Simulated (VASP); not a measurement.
Input of a VASP 6.6.1 run:

File POSCAR:

```
Be3Pd
1.0
    4.2994950000      0.0000000000      0.0000000000
    1.7348933661      3.9339296210      0.0000000000
   -3.0171943573     -1.9669649241      2.3480299088
Be Pd
3 1
Direct
    0.7500000000      0.2500000000      0.5000000000
    0.2500000000      0.7500000000      0.5000000000
    0.5000000000      0.5000000000      0.0000000000
    0.0000000000      0.0000000000      0.0000000000
```

The input INCAR.step1:

```
PREC = Accurate ; ENCUT = 600
ISMEAR = 1 ; SIGMA = 0.1
LREAL = False ; LASPH = True
NELM = 80 ; GGA = PE
ALGO = Normal ; EDIFF = 1E-4
LWAVE = True ; LCHARG = False
```

INCAR.step2

```
PREC = Accurate ; ENCUT = 600
EDIFF = 1E-6 ; ISMEAR = 1
SIGMA = 0.1 ; LREAL = False
LASPH = True ; NELM = 80
ALGO = Normal ; ISIF = 3
LWAVE = False ; LCHARG = False
METAGGA = R2SCAN ; LMIXTAU = True
IBRION = 2 ; NSW = 80
EDIFFG = -0.01 ; ISTART = 1
```

The input KPOINTS:

```
Automatic mesh
0
Gamma
  10 10 10
```

Potentials or basis: VASP PAW PBE potentials, release 64 (Be, Pd).

Run with:

```sh
$ cat potpaw_PBE.64/Be/POTCAR potpaw_PBE.64/Pd/POTCAR > POTCAR
$ cp INCAR.step1 INCAR
$ mpirun -np 1 vasp_std > vasp.out
$ cp INCAR.step2 INCAR
$ mpirun -np 1 vasp_std > vasp.out
```

Task: Estimate the relaxed volume.

Result: 9.84 Å³/atom.

Task: Estimate the relaxed cell.

Result: a = 4.286 Å, b = 4.286 Å, c = 4.286 Å, α = 134.55°, β = 134.55°, γ = 66.22°.

Final structure:
```
CELL_PARAMETERS angstrom
4.28640 -0.00080 0.00000
1.72887 3.92227 0.00000
-3.00764 -1.96073 2.34155
ATOMIC_POSITIONS crystal
Be 0.75000 0.25000 0.50000
Be 0.25000 0.75000 0.50000
Be 0.50000 0.50000 0.00000
Pd 0.00000 0.00000 0.00000
```

Caveat: the PAW data sets were made with another functional, which shifts forces and pressure a little.
